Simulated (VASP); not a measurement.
# FePt (Tetraferroplatinum) (P4/mmm) in VASP: further runs

The runs below take FePt (Tetraferroplatinum) through single point, with PBE.

Everything below comes from runs of VASP 6.6.1. Logs are shortened: lines on timing, memory, paths and dates and some standing lists are left out, and cuts for length are marked.

**1. The cell of the first run**

It takes space group P4/mmm (No. 123, tetragonal). Conventional cell: a = 2.724 Å, b = 2.724 Å, c = 3.720 Å, α = 90.00°, β = 90.00°, γ = 90.00°. Pt (site symmetry 4/mmm) has 8 Fe at 2.68 Å and 4 Pt at 2.72 Å within 3.5 Å. Within 3.5 Å of Fe (site symmetry 4/mmm) lie 8 Pt at 2.68 Å and 4 Fe at 2.72 Å.

**2. Single point, PBE, collinear spin, ferromagnetic start**

Contents of INCAR:

```
SYSTEM = FePt
ALGO = Normal
EDIFF = 1E-6
ENCUT = 520
GGA = PE
ISIF = 2
ISMEAR = -1
ISPIN = 2
LASPH = .TRUE.
LCHARG = .FALSE.
LMAXMIX = 4
LORBIT = 11
LREAL = .FALSE.
LWAVE = .FALSE.
MAGMOM = 0 1.5
NBANDS = 20
NELM = 150
NUPDOWN = 1.5
PREC = Accurate
SIGMA = 0.05
```

Contents of KPOINTS:

```
k-points
0
G
  8 8 6
  0 0 0
```

Contents of POSCAR:

```
FePt
1.0
    2.7235000000      0.0000000000      0.0000000000
    0.0000000000      2.7235000000      0.0000000000
    0.0000000000      0.0000000000      3.7200000000
Pt Fe
1 1
Direct
    0.5000000000      0.5000000000      0.5000000000
    0.0000000000      0.0000000000      0.0000000000
```

Potentials or basis: VASP PAW PBE potentials, release 64 (Pt, Fe).

On the command line:

```
> cat potpaw_PBE.64/Pt/POTCAR potpaw_PBE.64/Fe/POTCAR > POTCAR
> mpirun -np 1 vasp_std > vasp.out
```

OUTCAR:

```text
SYSTEM = FePt
   EDIFF = 1E-6
   ENCUT = 520
   GGA = PE
   ISIF = 2
   ISMEAR = -1
   ISPIN = 2
   LASPH = .TRUE.
   LORBIT = 11
   LREAL = .FALSE.
   NELM = 150
   NUPDOWN = 1.5
   PREC = Accurate

 ion  position               nearest neighbor table
   1  0.500  0.500  0.500-   2 2.68   2 2.68   2 2.68   2 2.68   2 2.68   2 2.68   2 2.68   2 2.68

   2  0.000  0.000  0.000-   1 2.68   1 2.68   1 2.68   1 2.68   1 2.68   1 2.68   1 2.68   1 2.68

  LATTYP: Found a simple tetragonal cell.
 ALAT       =     2.7235000000
 C/A-ratio  =     1.3658894804

  Lattice vectors:

 A1 = (   2.7235000000,   0.0000000000,   0.0000000000)
 A2 = (   0.0000000000,   2.7235000000,   0.0000000000)
 A3 = (   0.0000000000,   0.0000000000,   3.7200000000)

Analysis of symmetry for initial positions (statically):
=====================================================================
 Subroutine PRICEL returns:
 Original cell was already a primitive cell.

 Routine SETGRP: Setting up the symmetry group for a
 simple tetragonal supercell.

 Subroutine GETGRP returns: Found 16 space group operations
 (whereof 16 operations were pure point group operations)
 out of a pool of 16 trial point group operations.

The static configuration has the point symmetry D_4h.

Analysis of symmetry for dynamics (positions and initial velocities):
=====================================================================
 Subroutine PRICEL returns:
 Original cell was already a primitive cell.

 Routine SETGRP: Setting up the symmetry group for a
 simple tetragonal supercell.

 Subroutine GETGRP returns: Found 16 space group operations
 (whereof 16 operations were pure point group operations)
 out of a pool of 16 trial point group operations.

The dynamic configuration has the point symmetry D_4h.

Analysis of structural, dynamic, and magnetic symmetry:
=====================================================================
 Subroutine PRICEL returns:
 Original cell was already a primitive cell.

 Routine SETGRP: Setting up the symmetry group for a
 simple tetragonal supercell.

 Subroutine GETGRP returns: Found 16 space group operations
 (whereof 16 operations were pure point group operations)
 out of a pool of 16 trial point group operations.

The overall configuration has the point symmetry D_4h.

 Subroutine INISYM returns: Found 16 space group operations
 (whereof 16 operations are pure point group operations),
 and found     1 'primitive' translations

[... 115 lines left out ...]
  volume/ion in A,a.u.               =      13.80        93.10
  Fermi-wavevector in a.u.,A,eV,Ry     =   1.419819  2.683070 27.427809  2.015887
  Thomas-Fermi vector in A             =   2.540800
   LORBIT       =     11    0 simple, 1 ext, 2 COOP (PROOUT), +10 PAW based schemes
   GGA     = PE    functional components
   LHFCALC =     F    Hartree Fock is set to
   AEXX    =    0.0000 exact exchange contribution
   IVDW    =     0    specifies the selected vdW correction
   LEPSILON=     F    determine dielectric tensor
   LRPA    =     F    only Hartree local field effects (RPA)
 spin polarized calculation
  energy-cutoff  :      520.00
  volume of cell :       27.59
 maximum number of plane-waves:       760
   NGX = 11   NGY = 11   NGZ = 13

 number of electron      17.9999998 magnetization       1.5000001

 Free energy of the ion-electron system (eV)
  ---------------------------------------------------
  ext. energy  EPLUGINS =         0.00000000
  ---------------------------------------------------
  free energy    TOTEN  =       -14.28829400 eV

  energy without entropy =      -14.24870254  energy(sigma->0) =      -14.26849827

 E-fermi :   8.8488     XC(G=0): -13.0886

 val. band max:        8.8486014941   @ k =   0.2500   0.2500   0.1667
 cond. band min:       8.3075927629   @ k =   0.3750   0.0000   0.5000
 fundamental gap:     -0.5410087312
 Fermi energy:         8.3042757060

 spin component 1

 k-point     1 :       0.0000    0.0000    0.0000
  band No.  band energies     occupation
      1      -0.8722      1.00000
      2       2.4499      1.00000
      3       2.4686      1.00000
      4       5.5476      1.00000
      5       5.5476      1.00000
      6       6.4168      1.00000
[... 541 lines left out ...]
     19      28.8105      0.00000
     20      30.5576      0.00000

 [... further k-points ...]

 spin component 2

 k-point     1 :       0.0000    0.0000    0.0000
  band No.  band energies     occupation
      1      -0.8578      1.00000
      2       2.5193      1.00000
      3       2.6386      1.00000
      4       5.8900      1.00000
      5       5.8900      1.00000
      6       7.3994      1.00000
[... 541 lines left out ...]
     19      29.0425      0.00000
     20      30.4853      0.00000

 [... further k-points ...]

------------------------ aborting loop because EDIFF is reached ----------------------------------------

  FORCE on cell =-STRESS in cart. coord.  units (eV):
  Direction    XX          YY          ZZ          XY          YZ          ZX
  --------------------------------------------------------------------------------------
  -------------------------------------------------------------------------------------
  Total       -1.7623421     -1.7623421     -0.8695025      0.0000000      0.0000000     -0.0000000
  in kB     -102.3300313   -102.3300313    -50.4874809      0.0000000      0.0000000     -0.0000000
  external PRESSURE =     -85.0491812 kB  Pullay stress =       0.0000000 kB

 VOLUME and BASIS-vectors are now :
 -----------------------------------------------------------------------------
  energy-cutoff  :      520.00
  volume of cell :       27.59
      direct lattice vectors                 reciprocal lattice vectors
     2.723500000  0.000000000  0.000000000     0.367174592  0.000000000  0.000000000
     0.000000000  2.723500000  0.000000000     0.000000000  0.367174592  0.000000000
     0.000000000  0.000000000  3.720000000     0.000000000  0.000000000  0.268817204

 POSITION                                       TOTAL-FORCE (eV/Angst)
 -----------------------------------------------------------------------------------
      1.36175      1.36175      1.86000         0.000000      0.000000      0.000000
      0.00000      0.00000      0.00000         0.000000      0.000000      0.000000
 -----------------------------------------------------------------------------------
    total drift:                               -0.000000      0.000000      0.000000

  FREE ENERGIE OF THE ION-ELECTRON SYSTEM (eV)
  ---------------------------------------------------
  free  energy   TOTEN  =       -14.2882939956 eV

  energy  without entropy=      -14.2487025355  energy(sigma->0) =      -14.26849827

 total charge

# of ion       s       p       d       tot
------------------------------------------
    1        0.713   0.671   7.975   9.358
    2        0.397   0.438   6.207   7.042
--------------------------------------------------
tot          1.110   1.109  14.181  16.400

 magnetization (x)

# of ion       s       p       d       tot
------------------------------------------
    1       -0.020  -0.052   0.036  -0.035
    2       -0.001  -0.008   1.545   1.536
--------------------------------------------------
tot         -0.021  -0.060   1.582   1.501
```

stdout:

```text
POSCAR found type information on POSCAR PtFe
 POSCAR found :  2 types and       2 ions
 scaLAPACK will be used
 LDA part: xc-table for (Slater+PW92), standard interpolation
 POSCAR, INCAR and KPOINTS ok, starting setup
 FFT: planning ... GRIDC
 FFT: planning ... GRID_SOFT
 FFT: planning ... GRID
 WAVECAR not read
 entering main loop
```

Run time: 72 s. Hardware: 1 thread of Intel Xeon Platinum 8175M at 2.50GHz (Skylake/Cascade Lake), shared host; peak memory 0.18 GiB.

Results:

```
Free energy                                           : -14.2883 eV
Pressure                                              : -8.5 GPa
Net moment                                            : 1.50 μB per cell
Site moments                                          : Pt -0.04; Fe +1.54 μB
Valence electrons inside the program's atomic spheres : Pt 9.36; Fe 7.04
```

Caveat: spin-orbit coupling is left out, which moves the levels of the heavy elements; the total moment is fixed, so each spin has its own Fermi level.

**3. Single point, PBE, collinear spin, ferromagnetic start**

Contents of INCAR:

```
SYSTEM = FePt
PREC = Accurate
ENCUT = 520
EDIFF = 1E-7
ISMEAR = -1
SIGMA = 0.05
LREAL = .FALSE.
LASPH = .TRUE.
NELM = 150
ALGO = Normal
ISIF = 2
LWAVE = .FALSE.
LCHARG = .FALSE.
ISPIN = 2
MAGMOM = 0 2.2
LORBIT = 11
NUPDOWN = 2.2
LMAXMIX = 4
GGA = PE
NBANDS = 20
```

Contents of KPOINTS:

```
Automatic mesh
0
G
  8 8 6
  0 0 0
```

POSCAR is that of step 2.

Potentials or basis: VASP PAW PBE potentials, release 64 (Pt, Fe).

On the command line:

```
> cat potpaw_PBE.64/Pt/POTCAR potpaw_PBE.64/Fe/POTCAR > POTCAR
> mpirun -np 1 vasp_std > vasp.out
```

OUTCAR:

```text
SYSTEM = FePt
   PREC = Accurate
   ENCUT = 520
   EDIFF = 1E-7
   ISMEAR = -1
   LREAL = .FALSE.
   LASPH = .TRUE.
   NELM = 150
   ISIF = 2
   ISPIN = 2
   LORBIT = 11
   NUPDOWN = 2.2
   GGA = PE

 ion  position               nearest neighbor table
   1  0.500  0.500  0.500-   2 2.68   2 2.68   2 2.68   2 2.68   2 2.68   2 2.68   2 2.68   2 2.68

   2  0.000  0.000  0.000-   1 2.68   1 2.68   1 2.68   1 2.68   1 2.68   1 2.68   1 2.68   1 2.68

  LATTYP: Found a simple tetragonal cell.
 ALAT       =     2.7235000000
 C/A-ratio  =     1.3658894804

  Lattice vectors:

 A1 = (   2.7235000000,   0.0000000000,   0.0000000000)
 A2 = (   0.0000000000,   2.7235000000,   0.0000000000)
 A3 = (   0.0000000000,   0.0000000000,   3.7200000000)

Analysis of symmetry for initial positions (statically):
=====================================================================
 Subroutine PRICEL returns:
 Original cell was already a primitive cell.

 Routine SETGRP: Setting up the symmetry group for a
 simple tetragonal supercell.

 Subroutine GETGRP returns: Found 16 space group operations
[... 1293 lines left out ...]
     20      30.5003      0.00000

 [... further k-points ...]

------------------------ aborting loop because EDIFF is reached ----------------------------------------

  FORCE on cell =-STRESS in cart. coord.  units (eV):
  Direction    XX          YY          ZZ          XY          YZ          ZX
  --------------------------------------------------------------------------------------
  -------------------------------------------------------------------------------------
  Total       -0.9938630     -0.9938630     -0.3219292      0.0000000      0.0000000      0.0000000
  in kB      -57.7084509    -57.7084509    -18.6927501      0.0000000      0.0000000      0.0000000
  external PRESSURE =     -44.7032173 kB  Pullay stress =       0.0000000 kB

 VOLUME and BASIS-vectors are now :
 -----------------------------------------------------------------------------
  energy-cutoff  :      520.00
  volume of cell :       27.59
      direct lattice vectors                 reciprocal lattice vectors
     2.723500000  0.000000000  0.000000000     0.367174592  0.000000000  0.000000000
     0.000000000  2.723500000  0.000000000     0.000000000  0.367174592  0.000000000
     0.000000000  0.000000000  3.720000000     0.000000000  0.000000000  0.268817204

 POSITION                                       TOTAL-FORCE (eV/Angst)
 -----------------------------------------------------------------------------------
      1.36175      1.36175      1.86000         0.000000      0.000000      0.000000
      0.00000      0.00000      0.00000         0.000000      0.000000      0.000000
 -----------------------------------------------------------------------------------
    total drift:                               -0.000000      0.000000      0.000000

  FREE ENERGIE OF THE ION-ELECTRON SYSTEM (eV)
  ---------------------------------------------------
  free  energy   TOTEN  =       -14.5117927851 eV

  energy  without entropy=      -14.4783395116  energy(sigma->0) =      -14.49506615

 total charge

# of ion       s       p       d       tot
------------------------------------------
    1        0.713   0.671   7.998   9.382
    2        0.400   0.441   6.186   7.027
--------------------------------------------------
tot          1.113   1.112  14.184  16.409

 magnetization (x)

# of ion       s       p       d       tot
------------------------------------------
    1       -0.027  -0.068   0.119   0.025
    2        0.000  -0.012   2.185   2.173
--------------------------------------------------
tot         -0.026  -0.080   2.304   2.198
```

Run time: 86 s. Hardware: 1 thread of Intel Xeon Platinum 8175M at 2.50GHz (Skylake/Cascade Lake), shared host; peak memory 0.18 GiB.

Results:

* Free energy: -14.5118 eV
* Pressure: -4.5 GPa
* Net moment: 2.20 μB per cell
* Site moments: Pt +0.03; Fe +2.17 μB
* Valence electrons inside the program's atomic spheres: Pt 9.38; Fe 7.03

Caveat: spin-orbit coupling is left out, which moves the levels of the heavy elements; the total moment is fixed, so each spin has its own Fermi level.

(Part 1 of 2 ends here.)
